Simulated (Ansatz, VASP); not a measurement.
## SrO in VASP and in Ansatz

```
Sr O
1.0
     0.00000    2.58066    2.58066
     2.58066    0.00000    2.58066
     2.58066    2.58066    0.00000
Sr O
1 1
Direct
  0.00000 0.00000 0.00000
  0.50000 0.50000 0.50000
```

Alike in both runs: task single point; functional PBEsol; k mesh 6 × 6 × 6; occupations gaussian, width 0.1 eV; no spin polarisation.

|  | VASP | Ansatz |
| --- | --- | --- |
| version | VASP 6.6.1 | Ansatz 0.2.0 |
| potentials or method | VASP PAW PBE potentials, release 64 (Sr_sv, O), cutoff 600 eV | scalar-relativistic, plane waves, PAW |
| valence electrons in the cell | 16 | 16 |

```csv
,VASP,Ansatz,Ansatz less VASP
gap on the k mesh at the Fermi level (eV),3.16,3.21,+0.045
least direct gap on the mesh (eV),3.26,3.29,+0.036
pressure (GPa),-1.5,-2.0,-0.50
```

VASP's potentials were made for PBE, not for PBEsol.
